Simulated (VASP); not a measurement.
# Ge (Fd-3m) in VASP: further runs

Ge is run at these levels: PBE; tasks: single point, relaxation of cell and atoms.

Program: VASP 6.6.1. These are calculated values, not measurements. Logs are shortened: lines on timing, memory, paths and dates and some standing lists are left out, and cuts for length are marked.

### Step 1. The cell of the first run

Symmetry: Fd-3m, No. 227, cubic system. The conventional cell has a = 4.271 Å, b = 4.271 Å, c = 4.271 Å, α = 90.00°, β = 90.00°, γ = 90.00°. Ge (site symmetry -43m) has 4 Ge at 1.85 Å within 2.5 Å.

### Step 2. Single point, PBE

INCAR reads:

```
ALGO     = Normal         # electronic algorithm
EDIFF    = 1E-6           # SCF threshold, eV
ENCUT    = 520            # plane-wave cutoff, eV
GGA      = PE             # functional
ISIF     = 2              # what is computed and relaxed
ISMEAR   = -1             # smearing method
LASPH    = T              # aspherical terms in the spheres
LCHARG   = T              # write CHGCAR
LELF     = T              # ELF
LREAL    = F              # projectors in reciprocal space
LVHAR    = T            
LWAVE    = F              # write WAVECAR
NBANDS   = 21             # bands
NELM     = 100            # most SCF steps
PREC     = Accurate       # precision mode
SIGMA    = 0.1            # smearing width, eV
```

KPOINTS reads:

```
k-points
0
Gamma
  15 15 15
```

POSCAR reads:

```
Ge
1.0
    0.0000000000      2.1353425678      2.1353425678
    2.1353425678      0.0000000000      2.1353425678
    2.1353425678      2.1353425678      0.0000000000
Ge
2
Direct
   -0.1250000000     -0.1250000000     -0.1250000000
    0.1250000000      0.1250000000      0.1250000000
```

Potentials or basis: VASP PAW PBE potentials, release 64 (Ge_d).

Command:

```sh
> cat potpaw_PBE.64/Ge_d/POTCAR > POTCAR
> mpirun -np 1 vasp_std > vasp.out
```

OUTCAR:

```text
EDIFF = 1E-6
   ENCUT = 520
   GGA = PE
   ISIF = 2
   ISMEAR = -1
   LASPH = T
   LREAL = F
   NELM = 100
   PREC = Accurate

 ion  position               nearest neighbor table
   1  0.875  0.875  0.875-   2 1.85   2 1.85   2 1.85   2 1.85
   2  0.125  0.125  0.125-   1 1.85   1 1.85   1 1.85   1 1.85

  LATTYP: Found a face centered cubic cell.
 ALAT       =     4.2706851356

  Lattice vectors:

 A1 = (   0.0000000000,   2.1353425678,   2.1353425678)
 A2 = (   2.1353425678,   0.0000000000,   2.1353425678)
 A3 = (   2.1353425678,   2.1353425678,   0.0000000000)

Analysis of symmetry for initial positions (statically):
=====================================================================
 Subroutine PRICEL returns:
 Original cell was already a primitive cell.

 Routine SETGRP: Setting up the symmetry group for a
 face centered cubic supercell.

 Subroutine GETGRP returns: Found 48 space group operations
 (whereof 12 operations were pure point group operations)
 out of a pool of 48 trial point group operations.

The static configuration has the point symmetry D_3d.
 The point group associated with its full space group is O_h .

Analysis of symmetry for dynamics (positions and initial velocities):
=====================================================================
 Subroutine PRICEL returns:
 Original cell was already a primitive cell.

 Routine SETGRP: Setting up the symmetry group for a
 face centered cubic supercell.

 Subroutine GETGRP returns: Found 48 space group operations
 (whereof 12 operations were pure point group operations)
 out of a pool of 48 trial point group operations.

The dynamic configuration has the point symmetry D_3d.
 The point group associated with its full space group is O_h .

 Subroutine INISYM returns: Found 48 space group operations
 (whereof 12 operations are pure point group operations),
 and found     1 'primitive' translations

----------------------------------------------------------------------------------------

                                     Primitive cell

  volume of cell :      19.4730

  direct lattice vectors                    reciprocal lattice vectors
     0.000000000  2.135342568  2.135342568    -0.234154467  0.234154467  0.234154467
     2.135342568  0.000000000  2.135342568     0.234154467 -0.234154467  0.234154467
     2.135342568  2.135342568  0.000000000     0.234154467  0.234154467 -0.234154467

  length of vectors
     3.019830420  3.019830420  3.019830420     0.405567433  0.405567433  0.405567433

  position of ions in fractional coordinates (direct lattice)
     0.875000000  0.875000000  0.875000000
     0.125000000  0.125000000  0.125000000

  ion indices of the primitive-cell ions
   primitive index   ion index
                 1           1
                 2           2

----------------------------------------------------------------------------------------

 KPOINTS: k-points

Automatic generation of k-mesh.
 Grid dimensions read from file:
 generate k-points for:   15   15   15

 Generating k-lattice:

  Cartesian coordinates                     Fractional coordinates (reciprocal lattice)
    -0.015610298  0.015610298  0.015610298     0.066666667  0.000000000  0.000000000
     0.015610298 -0.015610298  0.015610298     0.000000000  0.066666667  0.000000000
     0.015610298  0.015610298 -0.015610298     0.000000000  0.000000000  0.066666667

  Length of vectors
     0.027037829  0.027037829  0.027037829

  Shift w.r.t. Gamma in fractional coordinates (k-lattice)
     0.000000000  0.000000000  0.000000000

 Subroutine IBZKPT returns following result:
 ===========================================

 Found    120 irreducible k-points:

 Following reciprocal coordinates:
            Coordinates               Weight
  0.000000  0.000000  0.000000      1.000000
  0.066667  0.000000  0.000000      8.000000
  0.133333  0.000000  0.000000      8.000000
  0.200000  0.000000  0.000000      8.000000
  0.266667  0.000000  0.000000      8.000000
  0.333333  0.000000  0.000000      8.000000
[... 16 lines left out ...]
  0.133333  0.133333  0.000000      6.000000
  0.200000  0.133333  0.000000     24.000000
 [... further k-points ...]
   k-points           NKPTS =    120   k-points in BZ     NKDIM =    120   number of bands    NBANDS=     21
   number of dos      NEDOS =    301   number of ions     NIONS =      2
   total plane-waves  NPLWV =  13824
   dimension x,y,z NGX =    24 NGY =   24 NGZ =   24
   dimension x,y,z NGXF=    48 NGYF=   48 NGZF=   48
   ions per type =               2
   NGX,Y,Z   is equivalent  to a cutoff of  13.21, 13.21, 13.21 a.u.
   NGXF,Y,Z  is equivalent  to a cutoff of  26.42, 26.42, 26.42 a.u.
 SYSTEM =  unknown system
   PREC   = accura    normal or accurate (medium, high low for compatibility)
   ISTART =      0    job   : 0-new  1-cont  2-samecut
   ICHARG =      2    charge: 1-file 2-atom 10-const
   ISPIN  =      1    spin polarized calculation?
   LNONCOLLINEAR =      F non collinear calculations
   LSORBIT =      F    spin-orbit coupling
   LASPH  =      T    aspherical Exc in radial PAW
   ENCUT  =  520.0 eV  38.22 Ry    6.18 a.u.   5.61  5.61  5.61*2*pi/ulx,y,z
   NELM   =    100;   NELMIN=  2; NELMDL= -5     # of ELM steps
   EDIFF  = 0.1E-05   stopping-criterion for ELM
   LREAL  =      F    real-space projection
   EDIFFG = 0.1E-04   stopping-criterion for IOM
   NSW    =      0    number of steps for IOM
   IBRION =     -1    ionic relax: 0-MD 1-quasi-New 2-CG
   NFREE  =      0    steps in history (QN), initial steepest desc. (CG)
   ISIF   =      2    stress and relaxation
   ISYM   =      2    0-nonsym 1-usesym 2-fastsym
   POTIM  = 0.5000    time-step for ionic-motion
   TEBEG  =    0.0;   TEEND  =   0.0 temperature during run
   PSTRESS=    0.0 pullay stress
   NELECT =      28.0000    total number of electrons
   NUPDOWN=      -1.0000    fix difference up-down
   EMIN   =  10.00;   EMAX   =-10.00  energy-range for DOS
   EFERMI =   0.00;   METHOD = LEGACY
   ISMEAR =    -1;   SIGMA  =   0.10  broadening in eV -4-tet -1-fermi 0-gaus
   EFERMI_NEDOS =   21; number of points for ismear=-14 and -15
   IALGO  =     38    algorithm
   IMIX   =      4    mixing-type and parameters
     AMIX     =   0.40;   BMIX     =  1.00
     AMIX_MAG =   1.60;   BMIX_MAG =  1.00
  volume/ion in A,a.u.               =       9.74        65.71
  Fermi-wavevector in a.u.,A,eV,Ry     =   1.847779  3.491795 46.454182  3.414286
  Thomas-Fermi vector in A             =   2.898537
   LORBIT       =      0    0 simple, 1 ext, 2 COOP (PROOUT), +10 PAW based schemes
   GGA     = PE    functional components
   LHFCALC =     F    Hartree Fock is set to
   AEXX    =    0.0000 exact exchange contribution
   IVDW    =     0    specifies the selected vdW correction
   LEPSILON=     F    determine dielectric tensor
   LRPA    =     F    only Hartree local field effects (RPA)
 non-spin polarized calculation
  energy-cutoff  :      520.00
  volume of cell :       19.47
 maximum number of plane-waves:       535
   NGX = 11   NGY = 11   NGZ = 11

 number of electron      28.0000024 magnetization

 Free energy of the ion-electron system (eV)
  ---------------------------------------------------
  ext. energy  EPLUGINS =         0.00000000
  ---------------------------------------------------
  free energy    TOTEN  =         6.97335717 eV

  energy without entropy =        6.98250151  energy(sigma->0) =        6.97792934

 E-fermi :  17.1817     XC(G=0): -14.7114

 val. band max:       17.1314201943   @ k =  -0.4000   0.4000   0.0000
 cond. band min:      17.2281676260   @ k =   0.0667   0.0667   0.0000
 fundamental gap:      0.0967474318
 Fermi energy:        17.1816927378

 k-point     1 :       0.0000    0.0000    0.0000
  band No.  band energies     occupation
      1     -11.2412      2.00000
      2     -11.2412      2.00000
      3     -11.2412      2.00000
      4     -11.1337      2.00000
      5     -11.1337      2.00000
      6      -9.7264      2.00000
[... 13 lines left out ...]
     20      29.8866      0.00000
     21      29.8866      0.00000

 k-point     2 :       0.0667    0.0000    0.0000
  band No.  band energies     occupation
      1     -11.2787      2.00000
      2     -11.2787      2.00000
      3     -11.2374      2.00000
      4     -11.0861      2.00000
      5     -11.0861      2.00000
      6      -9.7362      2.00000
[... 13 lines left out ...]
     20      28.4670      0.00000
     21      28.4670      0.00000

 k-point     3 :       0.1333    0.0000    0.0000
  band No.  band energies     occupation
      1     -11.3292      2.00000
      2     -11.3292      2.00000
      3     -11.2270      2.00000
      4     -11.0085      2.00000
      5     -11.0085      2.00000
      6      -9.7641      2.00000
[... 13 lines left out ...]
     20      27.3073      0.00000
     21      28.2565      0.00000

 k-point     4 :       0.2000    0.0000    0.0000
  band No.  band energies     occupation
      1     -11.3640      2.00000
      2     -11.3640      2.00000
      3     -11.2124      2.00000
      4     -10.9387      2.00000
      5     -10.9387      2.00000
      6      -9.8060      2.00000
[... 13 lines left out ...]
     20      26.9908      0.00000
     21      29.5778      0.00000

 k-point     5 :       0.2667    0.0000    0.0000
  band No.  band energies     occupation
      1     -11.3795      2.00000
      2     -11.3795      2.00000
      3     -11.1966      2.00000
      4     -10.8915      2.00000
      5     -10.8914      2.00000
      6      -9.8553      2.00000
[... 13 lines left out ...]
     20      27.8131      0.00000
     21      31.0866      0.00000

 k-point     6 :       0.3333    0.0000    0.0000
  band No.  band energies     occupation
      1     -11.3788      2.00000
      2     -11.3788      2.00000
      3     -11.1821      2.00000
      4     -10.8716      2.00000
      5     -10.8716      2.00000
      6      -9.9036      2.00000
[... 13 lines left out ...]
     20      29.3960      0.00000
     21      32.7969      0.00000

 k-point     7 :       0.4000    0.0000    0.0000
  band No.  band energies     occupation
      1     -11.3690      2.00000
      2     -11.3690      2.00000
      3     -11.1710      2.00000
      4     -10.8723      2.00000
      5     -10.8723      2.00000
      6      -9.9424      2.00000
[... 13 lines left out ...]
     20      31.3533      0.00000
     21      34.5781      0.00000
[... 291 lines left out ...]
      1     -11.4160      2.00000
      2     -11.3329      2.00000
      3     -11.2119      2.00000
      4     -10.9480      2.00000
      5     -10.8566      2.00000
      6      -9.8747      2.00000
[... 13 lines left out ...]
     20      28.7027      0.00000
     21      31.0319      0.00000

 k-point    21 :      -0.1333    0.0667    0.0000
  band No.  band energies     occupation
      1     -11.3866      2.00000
      2     -11.2992      2.00000
      3     -11.2387      2.00000
      4     -11.0017      2.00000
      5     -10.9274      2.00000
      6      -9.8285      2.00000
[... 13 lines left out ...]
     20      28.9134      0.00000
     21      29.7219      0.00000

 k-point    22 :      -0.0667    0.0667    0.0000
  band No.  band energies     occupation
      1     -11.3378      2.00000
      2     -11.2634      2.00000
      3     -11.2554      2.00000
      4     -11.0613      2.00000
      5     -11.0104      2.00000
      6      -9.7799      2.00000
[... 13 lines left out ...]
     20      27.8377      0.00000
     21      29.3064      0.00000

 k-point    23 :       0.1333    0.1333    0.0000
  band No.  band energies     occupation
      1     -11.3875      2.00000
      2     -11.2654      2.00000
      3     -11.2654      2.00000
      4     -11.0500      2.00000
      5     -10.8885      2.00000
      6      -9.9683      2.00000
[... 13 lines left out ...]
     20      29.6301      0.00000
     21      30.7740      0.00000

 k-point    24 :       0.2000    0.1333    0.0000
  band No.  band energies     occupation
      1     -11.4204      2.00000
      2     -11.2865      2.00000
      3     -11.2655      2.00000
      4     -10.9940      2.00000
      5     -10.8066      2.00000
      6     -10.0591      2.00000
[... 13 lines left out ...]
     20      29.8049      0.00000
     21      30.4377      0.00000

 [... further k-points ...]
[... 5 lines left out ...]
  --------------------------------------------------------------------------------------
  -------------------------------------------------------------------------------------
  Total       50.3181315     50.3181315     50.3181315      0.0000000      0.0000000      0.0000000
  in kB     4140.0198132   4140.0198132   4140.0198132      0.0000000      0.0000000      0.0000000
  external PRESSURE =    4140.0198132 kB  Pullay stress =       0.0000000 kB

 VOLUME and BASIS-vectors are now :
 -----------------------------------------------------------------------------
  energy-cutoff  :      520.00
  volume of cell :       19.47
      direct lattice vectors                 reciprocal lattice vectors
     0.000000000  2.135342568  2.135342568    -0.234154467  0.234154467  0.234154467
     2.135342568  0.000000000  2.135342568     0.234154467 -0.234154467  0.234154467
     2.135342568  2.135342568  0.000000000     0.234154467  0.234154467 -0.234154467

 POSITION                                       TOTAL-FORCE (eV/Angst)
 -----------------------------------------------------------------------------------
      3.73685      3.73685      3.73685        -0.000000     -0.000000     -0.000000
      0.53384      0.53384      0.53384         0.000000      0.000000      0.000000
 -----------------------------------------------------------------------------------
    total drift:                                0.000000      0.000000      0.000000

  FREE ENERGIE OF THE ION-ELECTRON SYSTEM (eV)
  ---------------------------------------------------
  free  energy   TOTEN  =         6.9733571746 eV

  energy  without entropy=        6.9825015084  energy(sigma->0) =        6.97792934
```

Run time: 37 s. Hardware: 1 thread of Intel Xeon Platinum 8488C (Sapphire Rapids), shared host; peak memory 0.16 GiB.

What came out:

```yaml
Free_energy: 6.9734 eV
Pressure: 414.0 GPa
Band_gap_on_the_k_mesh: zero (band 14 reaches 18.56 eV, above the bottom of band 15 at 16.55 eV)
```

(Continued in part 2 of 2.)
